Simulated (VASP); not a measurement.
A run of VASP 6.6.1 is set up as follows.

Contents of INCAR:

```
SYSTEM = SiO2
PREC = Accurate
ENCUT = 520
EDIFF = 1E-6
ISMEAR = 0
SIGMA = 0.02
LREAL = Auto
LASPH = .True.
NELM = 100
ALGO = Normal
ISIF = 2
LWAVE = .False.
LCHARG = .True.
GGA = CA
LELF = .True.
LVHAR = .True.
NBANDS = 63
```

KPOINTS

```
regular mesh
0
Gamma
  6 6 4
  0 0 0
```

File POSCAR:

```
SiO2
1.0
    7.4809092271      0.0000000000      0.0000000000
   -3.7404546135      6.4786574340      0.0000000000
    0.0000000000      0.0000000000      7.2758843639
Si O
6 12
Direct
    0.5299381318      0.7649690659      0.4166666667
    0.4700618682      0.2350309341      0.9166666667
    0.2350309341      0.4700618682      0.7500000000
    0.7649690659      0.2350309341      0.5833333333
    0.7649690659      0.5299381318      0.2500000000
    0.2350309341      0.7649690659      0.0833333333
    0.6150272476      0.3849727524      0.0833333333
    0.0000000000      0.6729095579      0.1666666667
    0.7699455049      0.3849727524      0.4166666667
    0.6729095579      0.6729095579      0.3333333333
    0.3270904421      0.3270904421      0.8333333333
    0.6150272476      0.2300544951      0.7500000000
    0.2300544951      0.6150272476      0.9166666667
    0.3270904421      0.0000000000      0.0000000000
    0.0000000000      0.3270904421      0.6666666667
    0.3849727524      0.7699455049      0.2500000000
    0.3849727524      0.6150272476      0.5833333333
    0.6729095579      0.0000000000      0.5000000000
```

Potentials or basis: VASP PAW LDA potentials, release 64 (Si, O).

Command:

```bash
$ cat potpaw_LDA.64/Si/POTCAR potpaw_LDA.64/O/POTCAR > POTCAR
$ mpirun -np 1 vasp_std > vasp.out
```

Q: Estimate the pressure.

A: -10.3 GPa.

Q: Estimate the band gap on the k mesh.

A: 5.23 eV (least direct gap 5.42 eV).

Q: What does it give for the largest force?

A: 0.012 eV/Å.

Forces on the atoms (eV/Å):
```
Si   0.010  0.006  0.000
Si  -0.010 -0.006  0.000
Si   0.000 -0.012  0.000
Si   0.010 -0.006  0.000
Si   0.000  0.012  0.000
Si  -0.010  0.006  0.000
O   -0.006  0.004  0.000
O    0.000  0.001  0.000
O    0.006  0.004  0.000
O    0.000  0.001  0.000
O    0.000 -0.001  0.000
O    0.000 -0.007  0.000
O   -0.006 -0.004  0.000
O   -0.001  0.000  0.000
O    0.000 -0.001  0.000
O    0.000  0.007  0.000
O    0.006 -0.004  0.000
O    0.001  0.000  0.000
```

Caveat: the cell stands under tension. A k mesh can miss the band edges.
